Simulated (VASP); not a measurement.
# C (Cmmm) in VASP: further runs

The runs below take C through single point, with PBEsol+D3(BJ).

All numbers are computed with VASP 6.6.1; they aren't measurements. Logs are shortened: lines on timing, memory, paths and dates and some standing lists are left out, and cuts for length are marked.

**1. The cell of the first run**

It takes space group Cmmm (No. 65, orthorhombic). The conventional cell has a = 2.478 Å, b = 4.292 Å, c = 3.559 Å, α = 90.00°, β = 90.00°, γ = 90.00°. C (site symmetry m2m) has 3 C at 1.39 to 1.51 Å within 1.9 Å.

**2. Single point, PBEsol+D3(BJ)**

Input file INCAR:

```
SYSTEM = C
  PREC = Accurate
  ENCUT = 520
  EDIFF = 1E-7
  ISMEAR = 0
  SIGMA = 0.15
  LREAL = .False.
  LASPH = .True.
  NELM = 100
  ALGO = Normal
  ISIF = 2
  LWAVE = .False.
  LCHARG = .False.
  GGA = PS
  IVDW = 12
  NBANDS = 11
```

Input file KPOINTS:

```
regular mesh
0
Gamma
  21 21 12
  0 0 0
```

Input file POSCAR:

```
C
1.0
    2.4780568104      0.0000000000      0.0000000000
   -1.2390284052      2.1460601498      0.0000000000
    0.0000000000      0.0000000000      3.5587769439
C
2
Direct
    0.3239365790      0.6478731580      0.0000000000
    0.6760634210      0.3521268420      0.0000000000
```

Potentials or basis: VASP PAW PBE potentials, release 64 (C).

The run is started by

```sh
$ cat potpaw_PBE.64/C/POTCAR > POTCAR
$ mpirun -np 1 vasp_std > vasp.out
```

OUTCAR:

```text
SYSTEM = C
   PREC = Accurate
   ENCUT = 520
   EDIFF = 1E-7
   ISMEAR = 0
   LREAL = .False.
   LASPH = .True.
   NELM = 100
   ISIF = 2
   GGA = PS
   IVDW = 12
 IVDW          = 12

 ion  position               nearest neighbor table
   1  0.324  0.648  0.000-   2 1.39   2 1.39   2 1.51
   2  0.676  0.352  0.000-   1 1.39   1 1.39   1 1.51

  LATTYP: Found a hexagonal cell.
 ALAT       =     2.4780568104
 C/A-ratio  =     1.4361159635

  Lattice vectors:

 A1 = (   2.4780568104,   0.0000000000,   0.0000000000)
 A2 = (  -1.2390284052,   2.1460601498,   0.0000000000)
 A3 = (   0.0000000000,   0.0000000000,   3.5587769439)

Analysis of symmetry for initial positions (statically):
=====================================================================
 Subroutine PRICEL returns:
 Original cell was already a primitive cell.

 Routine SETGRP: Setting up the symmetry group for a
 hexagonal supercell.

 Subroutine GETGRP returns: Found  8 space group operations
 (whereof  8 operations were pure point group operations)
 out of a pool of 24 trial point group operations.

The static configuration has the point symmetry D_2h.

Analysis of symmetry for dynamics (positions and initial velocities):
=====================================================================
 Subroutine PRICEL returns:
 Original cell was already a primitive cell.

 Routine SETGRP: Setting up the symmetry group for a
 hexagonal supercell.

 Subroutine GETGRP returns: Found  8 space group operations
 (whereof  8 operations were pure point group operations)
 out of a pool of 24 trial point group operations.

The dynamic configuration has the point symmetry D_2h.

 Subroutine INISYM returns: Found  8 space group operations
 (whereof  8 operations are pure point group operations),
 and found     1 'primitive' translations

----------------------------------------------------------------------------------------

                                     Primitive cell

  volume of cell :      18.9258

  direct lattice vectors                    reciprocal lattice vectors
     2.478056810  0.000000000  0.000000000     0.403541999  0.232985082  0.000000000
    -1.239028405  2.146060150  0.000000000     0.000000000  0.465970164  0.000000000
     0.000000000  0.000000000  3.558776944     0.000000000  0.000000000  0.280995414

  length of vectors
     2.478056810  2.478056810  3.558776944     0.465970164  0.465970164  0.280995414

  position of ions in fractional coordinates (direct lattice)
     0.323936579  0.647873158  0.000000000
     0.676063421  0.352126842  0.000000000

  ion indices of the primitive-cell ions
   primitive index   ion index
                 1           1
                 2           2

----------------------------------------------------------------------------------------

 KPOINTS: regular mesh

Automatic generation of k-mesh.
 Grid dimensions read from file:
 generate k-points for:   21   21   12

 Generating k-lattice:

  Cartesian coordinates                     Fractional coordinates (reciprocal lattice)
     0.019216286  0.011094528  0.000000000     0.047619048  0.000000000  0.000000000
     0.000000000  0.022189055  0.000000000     0.000000000  0.047619048  0.000000000
     0.000000000  0.000000000  0.023416284     0.000000000  0.000000000  0.083333333

  Length of vectors
     0.022189055  0.022189055  0.023416284

  Shift w.r.t. Gamma in fractional coordinates (k-lattice)
     0.000000000  0.000000000  0.000000000

 Subroutine IBZKPT returns following result:
 ===========================================

 Found    847 irreducible k-points:

 Following reciprocal coordinates:
            Coordinates               Weight
  0.000000  0.000000  0.000000      1.000000
  0.047619  0.000000  0.000000      4.000000
  0.000000  0.047619  0.000000      2.000000
  0.095238  0.000000  0.000000      4.000000
  0.000000  0.095238  0.000000      2.000000
  0.142857  0.000000  0.000000      4.000000
[... 16 lines left out ...]
 -0.095238  0.047619  0.000000      2.000000
  0.095238  0.047619  0.000000      4.000000
 [... further k-points ...]
   k-points           NKPTS =    847   k-points in BZ     NKDIM =    847   number of bands    NBANDS=     11
   number of dos      NEDOS =    301   number of ions     NIONS =      2
   total plane-waves  NPLWV =   9072
   dimension x,y,z NGX =    18 NGY =   18 NGZ =   28
   dimension x,y,z NGXF=    36 NGYF=   36 NGZF=   56
   ions per type =               2
   NGX,Y,Z   is equivalent  to a cutoff of  12.08, 12.08, 13.08 a.u.
   NGXF,Y,Z  is equivalent  to a cutoff of  24.15, 24.15, 26.16 a.u.
 SYSTEM =  C
   PREC   = accura    normal or accurate (medium, high low for compatibility)
   ISTART =      0    job   : 0-new  1-cont  2-samecut
   ICHARG =      2    charge: 1-file 2-atom 10-const
   ISPIN  =      1    spin polarized calculation?
   LNONCOLLINEAR =      F non collinear calculations
   LSORBIT =      F    spin-orbit coupling
   LASPH  =      T    aspherical Exc in radial PAW
   ENCUT  =  520.0 eV  38.22 Ry    6.18 a.u.   4.61  4.61  6.62*2*pi/ulx,y,z
   NELM   =    100;   NELMIN=  2; NELMDL= -5     # of ELM steps
   EDIFF  = 0.1E-06   stopping-criterion for ELM
   LREAL  =      F    real-space projection
   EDIFFG = 0.1E-05   stopping-criterion for IOM
   NSW    =      0    number of steps for IOM
   IBRION =     -1    ionic relax: 0-MD 1-quasi-New 2-CG
   NFREE  =      0    steps in history (QN), initial steepest desc. (CG)
   ISIF   =      2    stress and relaxation
   ISYM   =      2    0-nonsym 1-usesym 2-fastsym
   POTIM  = 0.5000    time-step for ionic-motion
   TEBEG  =    0.0;   TEEND  =   0.0 temperature during run
   PSTRESS=    0.0 pullay stress
   NELECT =       8.0000    total number of electrons
   NUPDOWN=      -1.0000    fix difference up-down
   EMIN   =  10.00;   EMAX   =-10.00  energy-range for DOS
   EFERMI =   0.00;   METHOD = LEGACY
   ISMEAR =     0;   SIGMA  =   0.15  broadening in eV -4-tet -1-fermi 0-gaus
   EFERMI_NEDOS =   21; number of points for ismear=-14 and -15
   IALGO  =     38    algorithm
   IMIX   =      4    mixing-type and parameters
     AMIX     =   0.40;   BMIX     =  1.00
     AMIX_MAG =   1.60;   BMIX_MAG =  1.00
  volume/ion in A,a.u.               =       9.46        63.86
  Fermi-wavevector in a.u.,A,eV,Ry     =   1.228627  2.321769 20.538338  1.509525
  Thomas-Fermi vector in A             =   2.363546
   LORBIT       =      0    0 simple, 1 ext, 2 COOP (PROOUT), +10 PAW based schemes
   GGA     = PS    functional components
   LHFCALC =     F    Hartree Fock is set to
   AEXX    =    0.0000 exact exchange contribution
   IVDW    =    12    specifies the selected vdW correction
   LEPSILON=     F    determine dielectric tensor
   LRPA    =     F    only Hartree local field effects (RPA)
 non-spin polarized calculation
 Gauss-broadening in eV      SIGMA  =   0.15
  energy-cutoff  :      520.00
  volume of cell :       18.93
 maximum number of plane-waves:       522
   NGX =  9   NGY =  9   NGZ = 13

 number of electron       8.0000001 magnetization

 Free energy of the ion-electron system (eV)
  ---------------------------------------------------
  ext. energy  EPLUGINS =         0.00000000
  ---------------------------------------------------
  free energy    TOTEN  =       -19.11161756 eV

  energy without entropy =      -19.11103149  energy(sigma->0) =      -19.11132452

 E-fermi :   3.9949     XC(G=0): -10.0839

 val. band max:        3.9405314172   @ k =   0.3810   0.3333   0.4167
 cond. band min:       3.9986775807   @ k =   0.3333   0.3333   0.0000
 fundamental gap:      0.0581461635
 Fermi energy:         3.9948656637

 k-point     1 :       0.0000    0.0000    0.0000
  band No.  band energies     occupation
      1     -15.4353      2.00000
      2      -2.7554      2.00000
      3      -0.1505      2.00000
      4       2.2678      2.00000
      5       7.7315      0.00000
      6      10.6369      0.00000
      7      13.7659      0.00000
      8      15.4945      0.00000
      9      16.2181      0.00000
     10      25.6673      0.00000
     11      27.4532      0.00000

 k-point     2 :       0.0476    0.0000    0.0000
  band No.  band energies     occupation
      1     -15.3823      2.00000
      2      -2.6928      2.00000
      3      -0.3160      2.00000
      4       2.0960      2.00000
      5       7.7971      0.00000
      6      10.7991      0.00000
      7      13.8444      0.00000
      8      15.3062      0.00000
      9      16.3205      0.00000
     10      25.8450      0.00000
     11      27.3941      0.00000

 k-point     3 :       0.0000    0.0476    0.0000
  band No.  band energies     occupation
      1     -15.3815      2.00000
      2      -2.6959      2.00000
      3      -0.2357      2.00000
      4       1.9846      2.00000
      5       7.7937      0.00000
      6      10.7639      0.00000
      7      13.9664      0.00000
      8      15.3387      0.00000
      9      16.2798      0.00000
     10      25.8276      0.00000
     11      27.3105      0.00000

 k-point     4 :       0.0952    0.0000    0.0000
  band No.  band energies     occupation
      1     -15.2234      2.00000
      2      -2.5057      2.00000
      3      -0.7913      2.00000
      4       1.6369      2.00000
      5       7.9945      0.00000
      6      11.1869      0.00000
      7      14.1025      0.00000
      8      14.7684      0.00000
      9      16.6412      0.00000
     10      26.3282      0.00000
     11      27.1565      0.00000
[... 239 lines left out ...]
 k-point    22 :       0.0476    0.0476    0.0000
  band No.  band energies     occupation
      1     -15.2747      2.00000
      2      -2.5741      2.00000
      3      -0.4869      2.00000
      4       1.5788      2.00000
      5       7.9230      0.00000
      6      11.0023      0.00000
      7      14.2302      0.00000
      8      15.0053      0.00000
      9      16.4670      0.00000
     10      26.1397      0.00000
     11      27.0722      0.00000

 k-point    23 :      -0.0952    0.0476    0.0000
  band No.  band energies     occupation
      1     -15.2772      2.00000
      2      -2.5650      2.00000
      3      -0.6959      2.00000
      4       1.8632      2.00000
      5       7.9320      0.00000
      6      11.1336      0.00000
      7      13.8791      0.00000
      8      14.9139      0.00000
      9      16.5694      0.00000
     10      26.1898      0.00000
     11      27.3374      0.00000

 k-point    24 :       0.0952    0.0476    0.0000
  band No.  band energies     occupation
      1     -15.0623      2.00000
      2      -2.3287      2.00000
      3      -1.0559      2.00000
      4       0.9976      2.00000
      5       8.1857      0.00000
      6      11.3713      0.00000
      7      14.3468      0.00000
      8      14.6168      0.00000
      9      16.9357      0.00000
     10      26.5737      0.00000
     11      26.6806      0.00000

 [... further k-points ...]

------------------------ aborting loop because EDIFF is reached ----------------------------------------

 Edisp (eV)   -0.20685

 E8    (eV) :    -0.1005

  FORCE on cell =-STRESS in cart. coord.  units (eV):
  Direction    XX          YY          ZZ          XY          YZ          ZX
  --------------------------------------------------------------------------------------
  -------------------------------------------------------------------------------------
  Total       0.18788    -1.40986    -0.03930     0.00000     0.00000     0.00000
  in kB      15.90521  -119.35314    -3.32687     0.00000     0.00000     0.00000
  external pressure =      -35.59 kB  Pullay stress =        0.00 kB

 VOLUME and BASIS-vectors are now :
 -----------------------------------------------------------------------------
  energy-cutoff  :      520.00
  volume of cell :       18.93
      direct lattice vectors                 reciprocal lattice vectors
     2.478056810  0.000000000  0.000000000     0.403541999  0.232985082  0.000000000
    -1.239028405  2.146060150  0.000000000     0.000000000  0.465970164  0.000000000
     0.000000000  0.000000000  3.558776944     0.000000000  0.000000000  0.280995414

 POSITION                                       TOTAL-FORCE (eV/Angst)
 -----------------------------------------------------------------------------------
     -0.00000      1.39037      0.00000         0.000000      3.769741     -0.000000
      1.23903      0.75569      0.00000        -0.000000     -3.769741      0.000000
 -----------------------------------------------------------------------------------
    total drift:                                0.000000     -0.000000      0.000000

  FREE ENERGIE OF THE ION-ELECTRON SYSTEM (eV)
  ---------------------------------------------------
  free  energy   TOTEN  =       -19.3184667879 eV

  energy  without entropy=      -19.3178807184  energy(sigma->0) =      -19.31817375
```

Run time: 82 s. Hardware: 1 thread of Intel Xeon 6975P-C, shared host; peak memory 0.25 GiB.

Results:

| Item | Value |
| --- | --- |
| Free energy | -19.3185 eV |
| Pressure | -3.6 GPa |
| Largest force | 3.770 eV/Å |
| Band gap on the k mesh | zero (band 4 reaches 4.13 eV, above the bottom of band 5 at 3.88 eV) |
| Dispersion energy per atom | -0.103 eV |

Forces on the atoms (eV/Å):
```
C    0.000  3.770  0.000
C    0.000 -3.770  0.000
```

Caveat: the PAW data sets were made with another functional, which shifts forces and pressure a little.

(Continued in part 2 of 2.)
